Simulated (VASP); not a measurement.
# Si2Ge (R3m) in VASP: single point with PBE

Aim: the single point of Si2Ge with PBE.

All numbers are computed with VASP 6.6.1; they aren't measurements. Logs are shortened: lines on timing, memory, paths and dates and some standing lists are left out, and cuts for length are marked.

## 1. The cell of the first run

Symmetry: R3m, No. 160, trigonal system. Conventional cell: a = 3.746 Å, b = 3.746 Å, c = 15.045 Å, α = 90.00°, β = 90.00°, γ = 120.00°. Within 3.2 Å of Si (site symmetry 3m) lie 3 Si at 2.41 Å and 3 Ge at 2.64 Å. Within 3.2 Å of Si (site symmetry 3m) lie 3 Si at 2.41 Å and 1 Ge at 2.43 Å. Within 3.2 Å of Ge (site symmetry 3m) lie 4 Si at 2.43 to 2.64 Å.

## 2. Single point, PBE

Input file INCAR:

```
SYSTEM = Si2Ge
PREC = Accurate
ENCUT = 500
EDIFF = 1E-6
ISMEAR = 0
SIGMA = 0.2
LREAL = .False.
LASPH = .True.
NELM = 120
ALGO = Normal
ISIF = 2
LWAVE = .False.
LCHARG = .False.
GGA = PE
NBANDS = 18
GGA_COMPAT = .False.
```

Input file KPOINTS:

```
regular mesh
0
Gamma
  6 6 6
  0 0 0
```

Input file POSCAR:

```
Si2Ge
1.0
    1.8729445583      1.0813450470      5.0148365366
   -1.8729445583      1.0813450470      5.0148365366
    0.0000000000     -2.1626900878      5.0148365379
Si Ge
2 1
Direct
    0.1190299565      0.1190299565      0.1190299565
    0.7146899646      0.7146899646      0.7146899646
    0.5529815889      0.5529815889      0.5529815889
```

Potentials or basis: VASP PAW PBE potentials, release 64 (Si, Ge_d).

Command:

```sh
cat potpaw_PBE.64/Si/POTCAR potpaw_PBE.64/Ge_d/POTCAR > POTCAR
mpirun -np 1 vasp_std > vasp.out
```

OUTCAR:

```text
SYSTEM = Si2Ge
   PREC = Accurate
   ENCUT = 500
   EDIFF = 1E-6
   ISMEAR = 0
   LREAL = .False.
   LASPH = .True.
   NELM = 120
   ISIF = 2
   GGA = PE

 ion  position               nearest neighbor table
   1  0.119  0.119  0.119-   2 2.41   2 2.41   2 2.41   3 2.64   3 2.64   3 2.64
   2  0.715  0.715  0.715-   1 2.41   1 2.41   1 2.41   3 2.43
   3  0.553  0.553  0.553-   2 2.43   1 2.64   1 2.64   1 2.64

  LATTYP: Found a trigonal (rhomboedric) cell.
 ALAT       =     5.4613014857
 COS(alpha) =     0.7647728020

  Lattice vectors:

 A1 = (   1.8729445583,   1.0813450470,   5.0148365366)
 A2 = (  -1.8729445583,   1.0813450470,   5.0148365366)
 A3 = (   0.0000000000,  -2.1626900878,   5.0148365379)

Analysis of symmetry for initial positions (statically):
=====================================================================
 Subroutine PRICEL returns:
 Original cell was already a primitive cell.

 Routine SETGRP: Setting up the symmetry group for a
 trigonal (rhombohedral) supercell.

 Subroutine GETGRP returns: Found  6 space group operations
 (whereof  6 operations were pure point group operations)
 out of a pool of 12 trial point group operations.

The static configuration has the point symmetry C_3v.

Analysis of symmetry for dynamics (positions and initial velocities):
=====================================================================
 Subroutine PRICEL returns:
 Original cell was already a primitive cell.

 Routine SETGRP: Setting up the symmetry group for a
 trigonal (rhombohedral) supercell.

 Subroutine GETGRP returns: Found  6 space group operations
 (whereof  6 operations were pure point group operations)
 out of a pool of 12 trial point group operations.

The dynamic configuration has the point symmetry C_3v.

 Subroutine INISYM returns: Found  6 space group operations
 (whereof  6 operations are pure point group operations),
 and found     1 'primitive' translations

----------------------------------------------------------------------------------------

                                     Primitive cell

  volume of cell :      60.9393

  direct lattice vectors                    reciprocal lattice vectors
     1.872944558  1.081345047  5.014836537     0.266959317  0.154129034  0.066469431
    -1.872944558  1.081345047  5.014836537    -0.266959317  0.154129034  0.066469431
     0.000000000 -2.162690088  5.014836538     0.000000000 -0.308258067  0.066469432

  length of vectors
[... 76 lines left out ...]
   ISTART =      0    job   : 0-new  1-cont  2-samecut
   ICHARG =      2    charge: 1-file 2-atom 10-const
   ISPIN  =      1    spin polarized calculation?
   LNONCOLLINEAR =      F non collinear calculations
   LSORBIT =      F    spin-orbit coupling
   LASPH  =      T    aspherical Exc in radial PAW
   ENCUT  =  500.0 eV  36.75 Ry    6.06 a.u.   9.96  9.96  9.96*2*pi/ulx,y,z
   NELM   =    120;   NELMIN=  2; NELMDL= -5     # of ELM steps
   EDIFF  = 0.1E-05   stopping-criterion for ELM
   LREAL  =      F    real-space projection
[... 7 lines left out ...]
   TEBEG  =    0.0;   TEEND  =   0.0 temperature during run
   PSTRESS=    0.0 pullay stress
   NELECT =      22.0000    total number of electrons
   NUPDOWN=      -1.0000    fix difference up-down
   EMIN   =  10.00;   EMAX   =-10.00  energy-range for DOS
   EFERMI =   0.00;   METHOD = LEGACY
   ISMEAR =     0;   SIGMA  =   0.20  broadening in eV -4-tet -1-fermi 0-gaus
   EFERMI_NEDOS =   21; number of points for ismear=-14 and -15
   IALGO  =     38    algorithm
   IMIX   =      4    mixing-type and parameters
     AMIX     =   0.40;   BMIX     =  1.00
     AMIX_MAG =   1.60;   BMIX_MAG =  1.00
  volume/ion in A,a.u.               =      20.31       137.08
  Fermi-wavevector in a.u.,A,eV,Ry     =   1.165691  2.202836 18.488068  1.358835
  Thomas-Fermi vector in A             =   2.302213
   LORBIT       =      0    0 simple, 1 ext, 2 COOP (PROOUT), +10 PAW based schemes
   GGA     = PE    functional components
   LHFCALC =     F    Hartree Fock is set to
   AEXX    =    0.0000 exact exchange contribution
   IVDW    =     0    specifies the selected vdW correction
   LEPSILON=     F    determine dielectric tensor
   LRPA    =     F    only Hartree local field effects (RPA)
 non-spin polarized calculation
 Gauss-broadening in eV      SIGMA  =   0.20
  energy-cutoff  :      500.00
  volume of cell :       60.94
 maximum number of plane-waves:      1563
   NGX = 19   NGY = 19   NGZ = 19

 number of electron      22.0000003 magnetization

 Free energy of the ion-electron system (eV)
  ---------------------------------------------------
  ext. energy  EPLUGINS =         0.00000000
  ---------------------------------------------------
  free energy    TOTEN  =       -14.25997748 eV

  energy without entropy =      -14.22583029  energy(sigma->0) =      -14.24290389

 E-fermi :   5.7894     XC(G=0):  -9.8711

 val. band max:        5.7857030982   @ k =  -0.3333   0.5000   0.3333
 cond. band min:       5.8033533019   @ k =   0.5000   0.1667   0.0000
 fundamental gap:      0.0176502036
 Fermi energy:         5.7893707253

 k-point     1 :       0.0000    0.0000    0.0000
  band No.  band energies     occupation
      1     -18.8019      2.00000
      2     -18.8019      2.00000
      3     -18.7446      2.00000
      4     -18.7446      2.00000
      5     -18.7431      2.00000
      6      -6.6354      2.00000
[... 481 lines left out ...]
      5     -18.7369      2.00000
      6      -3.5572      2.00000
[... 10 lines left out ...]
     17      13.0709      0.00000
     18      13.8579      0.00000

 [... further k-points ...]

------------------------ aborting loop because EDIFF is reached ----------------------------------------

  FORCE on cell =-STRESS in cart. coord.  units (eV):
  Direction    XX          YY          ZZ          XY          YZ          ZX
  --------------------------------------------------------------------------------------
  -------------------------------------------------------------------------------------
  Total       -0.0132591     -0.0132591     -0.0373026      0.0000000     -0.0000000      0.0000000
  in kB       -0.3486012     -0.3486012     -0.9807377      0.0000000     -0.0000000      0.0000000
  external PRESSURE =      -0.5593134 kB  Pullay stress =       0.0000000 kB

 VOLUME and BASIS-vectors are now :
 -----------------------------------------------------------------------------
  energy-cutoff  :      500.00
  volume of cell :       60.94
      direct lattice vectors                 reciprocal lattice vectors
     1.872944558  1.081345047  5.014836537     0.266959317  0.154129034  0.066469431
    -1.872944558  1.081345047  5.014836537    -0.266959317  0.154129034  0.066469431
     0.000000000 -2.162690088  5.014836538     0.000000000 -0.308258067  0.066469432

 POSITION                                       TOTAL-FORCE (eV/Angst)
 -----------------------------------------------------------------------------------
      0.00000      0.00000      1.79075         0.000000     -0.000000     -0.002703
      0.00000      0.00000     10.75216         0.000000      0.000000      0.045624
      0.00000      0.00000      8.31934         0.000000     -0.000000     -0.042921
 -----------------------------------------------------------------------------------
    total drift:                               -0.000000     -0.000000     -0.000196

  FREE ENERGIE OF THE ION-ELECTRON SYSTEM (eV)
  ---------------------------------------------------
  free  energy   TOTEN  =       -14.2599774815 eV

  energy  without entropy=      -14.2258302930  energy(sigma->0) =      -14.24290389
```

stdout:

```text
POSCAR found type information on POSCAR SiGe
 POSCAR found :  2 types and       3 ions
 scaLAPACK will be used
 LDA part: xc-table for (Slater+PW92), standard interpolation
 POSCAR, INCAR and KPOINTS ok, starting setup
 FFT: planning ... GRIDC
 FFT: planning ... GRID_SOFT
 FFT: planning ... GRID
 WAVECAR not read
 entering main loop
```

Wall time 54 s (1 thread of Intel Xeon 6975P-C, shared host); peak memory 0.24 GiB.

What came out:

- Free energy: -14.2600 eV
- Pressure: -0.1 GPa
- Largest force: 0.046 eV/Å
- Band gap on the k mesh: zero (band 11 reaches 7.52 eV, above the bottom of band 12 at 5.29 eV)

Forces in eV/Å, atoms in the order of the input:
```
Si   0.000  0.000 -0.003
Si   0.000  0.000  0.046
Ge   0.000  0.000 -0.043
```
